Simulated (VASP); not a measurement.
## Hf: single point with SVWN5

Hf:

```
Hf
1.0
     3.23877    0.00000    0.00000
    -1.61938    2.80485    0.00000
     0.00000    0.00000    5.12436
Hf
2
Direct
  0.66667 0.33333 0.75000
  0.33333 0.66667 0.25000
```

This cell differs from its parent crystal: volume scaled by 1.04.

```
Program                : VASP 6.6.1
Task                   : single point
Functional             : SVWN5
Potentials or basis    : VASP PAW PBE potentials, release 64 (Hf_pv)
Cutoff                 : 520 eV
k mesh                 : 10 × 10 × 5
Occupations            : fermi-dirac, width 0.1 eV
Spin                   : no spin polarisation
Dipole correction      : no
Further INCAR settings : ALGO = Fast; EDIFF = 1e-07; NBANDS = 17
```

```yaml
Pressure: -11.5 GPa
Band_gap_on_the_k_mesh: zero (band 10 reaches 5.41 eV, above the bottom of band 11 at 4.00 eV)
```

Stress tensor (GPa, compression positive):
```
-11.33   0.00   0.00
  0.00 -11.33   0.00
  0.00   0.00 -11.72
```

Levels at points of the mesh, in eV from the Fermi level:
| k point | band 6 | band 7 | band 8 | band 9 | band 10 | band 11 | band 12 | band 13 | band 14 | band 15 |
| --- | --- | --- | --- | --- | --- | --- | --- | --- | --- | --- |
| (0.00, 0.00, 0.00) | -30.29 | -7.19 | -3.57 | 0.66 | 1.13 | 1.13 | 1.39 | 1.90 | 1.90 | 2.49 |
| (0.50, 0.00, 0.00) | -30.37 | -3.26 | -2.59 | -2.08 | -0.76 | 0.75 | 0.84 | 1.60 | 5.56 | 6.04 |

Run time: 18 s on 1 thread of Intel(R) Xeon(R) Platinum 8375C CPU @ 2.90GHz (Ice Lake), with other jobs on the host, peak memory 0.15 GiB.

Caveat: the PAW data sets were made with another functional, which shifts forces and pressure a little; spin-orbit coupling is left out, which moves the levels of the heavy elements.
